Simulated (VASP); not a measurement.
Pb: single point with r2SCAN+rVV10

System: Pb, a slab with vacuum.

```
CELL_PARAMETERS angstrom
3.55956 0.00000 0.00000
-1.77978 3.08267 0.00000
0.00000 0.00000 29.74671
ATOMIC_POSITIONS crystal
Pb 0.00000 0.00000 0.23532
Pb 0.66667 0.33333 0.32362
Pb 0.33333 0.66667 0.42079
Pb 0.00000 0.00000 0.51549
Pb 0.66667 0.33333 0.60445
```

| Property | Result |
| --- | --- |
| Program | VASP 6.6.1 |
| Task | single point |
| Functional | r2SCAN |
| Dispersion | rVV10 |
| Potentials or basis | VASP PAW PBE potentials, release 64 (Pb_d) |
| Cutoff | 440 eV |
| k mesh | 12 × 12 × 1 |
| Occupations | methfessel-paxton, width 0.1 eV |
| Spin | no spin polarisation |

```yaml
Largest_force: 0.058 eV/Å
Band_gap_on_the_k_mesh: zero (bands 35 and 36 overlap by 5.33 eV)
```

Forces on the atoms (eV/Å):
```
Pb   0.000  0.000  0.012
Pb   0.000  0.000  0.027
Pb   0.000  0.000 -0.054
Pb   0.000  0.000  0.058
Pb   0.000  0.000 -0.043
```

Levels at points of the mesh, in eV from the Fermi level:
| k point | band 33 | band 34 | band 35 | band 36 | band 37 | band 38 |
| --- | --- | --- | --- | --- | --- | --- |
| (0.00, 0.00, 0.00) | 0.26 | 2.44 | 3.50 | 3.82 | 4.73 | 4.93 |
| (0.50, 0.00, 0.00) | -3.10 | -2.47 | -2.31 | 0.80 | 1.01 | 1.81 |

It took 67 min on 1 thread of Intel Xeon 8259CL, with other jobs on the host, peak memory 0.88 GiB.

Caveat: the PAW data sets were made with another functional, which shifts forces and pressure a little; spin-orbit coupling is left out, which moves the levels of the heavy elements.
